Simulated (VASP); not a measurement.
# Al2Cu (P4/mmm) in VASP: further runs, part 2 of 2

VASP 6.6.1.

## Step 4: Single point, PBEsol (mode 4 frozen in at +0.000 Å, strain +e along z and -e/2 along x and y +0.0700)

File INCAR:

```
PREC = Accurate
ENCUT = 520
EDIFF = 1E-6
ISMEAR = 0
SIGMA = 0.15
LREAL = F
LASPH = T
NELM = 100
ALGO = Normal
ISIF = 2
LWAVE = F
LCHARG = F
GGA = PS
NBANDS = 16
```

File KPOINTS:

```
regular mesh
0
Gamma
  10 10 14
```

File POSCAR:

```
Al2Cu
1.0
    3.9412606183      0.0000000000      0.0000000000
    0.0000000000      3.9412606183      0.0000000000
    0.0000000000      0.0000000000      3.0451069876
Al Cu
2 1
Direct
    0.5000000000      0.0000000000      0.5000000000
    0.0000000000      0.5000000000      0.5000000000
    0.0000000000      0.0000000000      0.0000000000
```

Potentials or basis: VASP PAW PBE potentials, release 64 (Al, Cu).

On the command line:

```
> cat potpaw_PBE.64/Al/POTCAR potpaw_PBE.64/Cu/POTCAR > POTCAR
> mpirun -np 1 vasp_std > vasp.out
```

OUTCAR:

```text
PREC = Accurate
   ENCUT = 520
   EDIFF = 1E-6
   ISMEAR = 0
   LREAL = F
   LASPH = T
   NELM = 100
   ISIF = 2
   GGA = PS

 ion  position               nearest neighbor table
   1  0.500  0.000  0.500-   3 2.49   3 2.49   3 2.49   3 2.49   2 2.79   2 2.79   2 2.79   2 2.79

   2  0.000  0.500  0.500-   3 2.49   3 2.49   3 2.49   3 2.49   1 2.79   1 2.79   1 2.79   1 2.79

   3  0.000  0.000  0.000-   1 2.49   2 2.49   1 2.49   2 2.49   2 2.49   2 2.49   1 2.49   1 2.49

  LATTYP: Found a simple tetragonal cell.
 ALAT       =     3.9412606183
 C/A-ratio  =     0.7726225902

  Lattice vectors:

 A1 = (   3.9412606183,   0.0000000000,   0.0000000000)
 A2 = (   0.0000000000,   3.9412606183,   0.0000000000)
 A3 = (   0.0000000000,   0.0000000000,   3.0451069876)

Analysis of symmetry for initial positions (statically):
=====================================================================
 Subroutine PRICEL returns:
 Original cell was already a primitive cell.

 Routine SETGRP: Setting up the symmetry group for a
[... 170 lines left out ...]

 E-fermi :   7.1938     XC(G=0): -10.6140

 val. band max:        7.1867066604   @ k =   0.3000   0.0000   0.2143
 cond. band min:       7.2022460085   @ k =   0.3000   0.1000   0.4286
 fundamental gap:      0.0155393481
 Fermi energy:         7.1937701259

 k-point     1 :       0.0000    0.0000    0.0000
  band No.  band energies     occupation
      1      -3.3504      2.00000
      2       2.1046      2.00000
      3       2.4284      2.00000
      4       3.1210      2.00000
      5       3.1210      2.00000
      6       3.1359      2.00000
[... 433 lines left out ...]
      3       2.4089      2.00000
      4       3.0230      2.00000
      5       3.0378      2.00000
      6       3.0873      2.00000
[... 8 lines left out ...]
     15      16.4601      0.00000
     16      18.5765      0.00000

 [... further k-points ...]

------------------------ aborting loop because EDIFF is reached ----------------------------------------

  FORCE on cell =-STRESS in cart. coord.  units (eV):
  Direction    XX          YY          ZZ          XY          YZ          ZX
  --------------------------------------------------------------------------------------
  -------------------------------------------------------------------------------------
  Total        1.2433884      1.2433884     -1.4038668      0.0000000     -0.0000000      0.0000000
  in kB       42.1157484     42.1157484    -47.5514342      0.0000000     -0.0000000      0.0000000
  external PRESSURE =      12.2266875 kB  Pullay stress =       0.0000000 kB

 VOLUME and BASIS-vectors are now :
 -----------------------------------------------------------------------------
  energy-cutoff  :      520.00
  volume of cell :       47.30
      direct lattice vectors                 reciprocal lattice vectors
     3.941260618  0.000000000  0.000000000     0.253725926  0.000000000  0.000000000
     0.000000000  3.941260618  0.000000000     0.000000000  0.253725926  0.000000000
     0.000000000  0.000000000  3.045106988     0.000000000  0.000000000  0.328395687

 POSITION                                       TOTAL-FORCE (eV/Angst)
 -----------------------------------------------------------------------------------
      1.97063      0.00000      1.52255         0.000000      0.000000      0.000000
      0.00000      1.97063      1.52255         0.000000      0.000000      0.000000
      0.00000      0.00000      0.00000         0.000000      0.000000      0.000000
 -----------------------------------------------------------------------------------
    total drift:                                0.000000      0.000000      0.000000

  FREE ENERGIE OF THE ION-ELECTRON SYSTEM (eV)
  ---------------------------------------------------
  free  energy   TOTEN  =       -12.4662739345 eV

  energy  without entropy=      -12.4524486974  energy(sigma->0) =      -12.45936132
```

Run time: 44 s. Hardware: 1 thread of Intel Xeon 6975P-C (Granite Rapids), shared host; peak memory 0.24 GiB.

What came out:

```yaml
Free_energy: -12.4663 eV
Pressure: 1.2 GPa
```

Levels at points of the mesh, in eV from the Fermi level:
| k point | band 6 | band 7 | band 8 | band 9 | band 10 | band 11 | band 12 | band 13 |
| --- | --- | --- | --- | --- | --- | --- | --- | --- |
| (0.00, 0.00, 0.00) | -4.06 | -1.83 | -1.83 | 0.94 | 1.34 | 4.20 | 6.53 | 7.55 |
| (0.50, 0.00, 0.00) | -4.07 | -4.06 | -0.34 | 2.16 | 2.48 | 3.02 | 5.75 | 7.84 |
| (0.50, 0.50, 0.00) | -4.12 | -4.12 | -3.90 | -2.27 | 7.76 | 8.64 | 8.64 | 9.01 |
| (0.00, 0.00, 0.50) | -3.93 | -3.23 | 2.46 | 2.46 | 3.01 | 3.10 | 3.10 | 3.46 |
| (0.50, 0.00, 0.50) | -3.93 | -3.01 | -2.75 | -1.95 | 3.68 | 4.41 | 4.50 | 5.40 |
| (0.50, 0.50, 0.50) | -3.76 | -2.00 | -2.00 | -1.40 | -1.14 | -0.15 | -0.15 | 2.48 |

Caveat: the cell differs from its parent crystal (mode 4 frozen in at +0.000 Å, strain +e along z and -e/2 along x and y +0.0700); the PAW data sets were made with another functional, which shifts forces and pressure a little.

## Step 5: Single point, PBEsol (mode 4 frozen in at +0.000 Å, strain +e along z and -e/2 along x and y -0.0233)

File INCAR:

```
  ALGO = Normal
  EDIFF = 1E-7
  ENCUT = 520
  GGA = PS
  ISIF = 2
  ISMEAR = 0
  LASPH = True
  LCHARG = False
  LREAL = False
  LWAVE = False
  NBANDS = 16
  NELM = 60
  PREC = Accurate
  SIGMA = 0.15
```

File KPOINTS:

```
k-points
0
Gamma
  10 10 14
```

File POSCAR:

```
Al2Cu
1.0
    4.1317889166      0.0000000000      0.0000000000
    0.0000000000      4.1317889166      0.0000000000
    0.0000000000      0.0000000000      2.7795850418
Al Cu
2 1
Direct
    0.5000000000      0.0000000000      0.5000000000
    0.0000000000      0.5000000000      0.5000000000
    0.0000000000      0.0000000000      0.0000000000
```

Potentials or basis: VASP PAW PBE potentials, release 64 (Al, Cu).

On the command line:

```
> cat potpaw_PBE.64/Al/POTCAR potpaw_PBE.64/Cu/POTCAR > POTCAR
> mpirun -np 1 vasp_std > vasp.out
```

OUTCAR:

```text
EDIFF = 1E-7
   ENCUT = 520
   GGA = PS
   ISIF = 2
   ISMEAR = 0
   LASPH = True
   LREAL = False
   NELM = 60
   PREC = Accurate

 ion  position               nearest neighbor table
   1  0.500  0.000  0.500-   3 2.49   3 2.49   3 2.49   3 2.49   2 2.92   2 2.92   2 2.92   2 2.92

   2  0.000  0.500  0.500-   3 2.49   3 2.49   3 2.49   3 2.49   1 2.92   1 2.92   1 2.92   1 2.92

   3  0.000  0.000  0.000-   1 2.49   2 2.49   1 2.49   2 2.49   2 2.49   2 2.49   1 2.49   1 2.49

  LATTYP: Found a simple tetragonal cell.
 ALAT       =     4.1317889166
 C/A-ratio  =     0.6727316177

  Lattice vectors:

 A1 = (   4.1317889166,   0.0000000000,   0.0000000000)
 A2 = (   0.0000000000,   4.1317889166,   0.0000000000)
 A3 = (   0.0000000000,   0.0000000000,   2.7795850418)

Analysis of symmetry for initial positions (statically):
=====================================================================
 Subroutine PRICEL returns:
 Original cell was already a primitive cell.

[... 170 lines left out ...]
  energy without entropy =      -12.55216272  energy(sigma->0) =      -12.55706055

 E-fermi :   7.3848     XC(G=0): -10.5913

 val. band max:        7.3740932942   @ k =   0.3000   0.2000   0.0000
 cond. band min:       7.4095712263   @ k =   0.5000   0.1000   0.0000
 fundamental gap:      0.0354779321
 Fermi energy:         7.3847986197

 k-point     1 :       0.0000    0.0000    0.0000
  band No.  band energies     occupation
      1      -3.3817      2.00000
      2       1.6903      2.00000
      3       2.2507      2.00000
      4       2.9531      2.00000
      5       3.2588      2.00000
      6       3.2588      2.00000
[... 433 lines left out ...]
      3       2.2252      2.00000
      4       2.8736      2.00000
      5       3.0643      2.00000
      6       3.1620      2.00000
[... 8 lines left out ...]
     15      17.3539      0.00000
     16      18.2719      0.00000

 [... further k-points ...]

------------------------ aborting loop because EDIFF is reached ----------------------------------------

  FORCE on cell =-STRESS in cart. coord.  units (eV):
  Direction    XX          YY          ZZ          XY          YZ          ZX
  --------------------------------------------------------------------------------------
  -------------------------------------------------------------------------------------
  Total       -0.1100594     -0.1100594      0.7194587      0.0000000     -0.0000000      0.0000000
  in kB       -3.7160486     -3.7160486     24.2918293      0.0000000     -0.0000000      0.0000000
  external PRESSURE =       5.6199107 kB  Pullay stress =       0.0000000 kB

 VOLUME and BASIS-vectors are now :
 -----------------------------------------------------------------------------
  energy-cutoff  :      520.00
  volume of cell :       47.45
      direct lattice vectors                 reciprocal lattice vectors
     4.131788917  0.000000000  0.000000000     0.242025917  0.000000000  0.000000000
     0.000000000  4.131788917  0.000000000     0.000000000  0.242025917  0.000000000
     0.000000000  0.000000000  2.779585042     0.000000000  0.000000000  0.359765931

 POSITION                                       TOTAL-FORCE (eV/Angst)
 -----------------------------------------------------------------------------------
      2.06589      0.00000      1.38979         0.000000      0.000000      0.000000
      0.00000      2.06589      1.38979         0.000000      0.000000      0.000000
      0.00000      0.00000      0.00000         0.000000      0.000000      0.000000
 -----------------------------------------------------------------------------------
    total drift:                               -0.000000     -0.000000      0.000000

  FREE ENERGIE OF THE ION-ELECTRON SYSTEM (eV)
  ---------------------------------------------------
  free  energy   TOTEN  =       -12.5619583780 eV

  energy  without entropy=      -12.5521627237  energy(sigma->0) =      -12.55706055
```

Run time: 38 s. Hardware: 1 thread of Intel Xeon 6975P-C (Granite Rapids), shared host; peak memory 0.25 GiB.

Results:

```yaml
Free_energy: -12.5620 eV
Pressure: 0.6 GPa
```

Stress tensor (GPa, compression positive):
```
-0.37  0.00  0.00
 0.00 -0.37  0.00
 0.00  0.00  2.43
```

Caveat: the cell differs from its parent crystal (mode 4 frozen in at +0.000 Å, strain +e along z and -e/2 along x and y -0.0233); the PAW data sets were made with another functional, which shifts forces and pressure a little.

## Step 6: The runs side by side

```csv
cell,gap on the mesh (eV),pressure (GPa)
"a = 4.227, b = 4.227, c = 2.647 Å, 3 atoms",none,2.3
"a = 4.037, b = 4.037, c = 2.912 Å, 3 atoms",none,0.3
"a = 3.941, b = 3.941, c = 3.045 Å, 3 atoms",none,1.2
"a = 4.132, b = 4.132, c = 2.780 Å, 3 atoms",none,0.6
```

Alike in all rows: task single point; level PBEsol; potentials or basis VASP PAW PBE potentials, release 64 (Al, Cu); no spin polarisation; k mesh 10 × 10 × 14; cutoff (eV) 520; smearing gaussian 0.15 eV.

Caveats: the PAW data sets were made with another functional, which shifts forces and pressure a little.

Absolute energies hang on the potentials; compare differences alone.
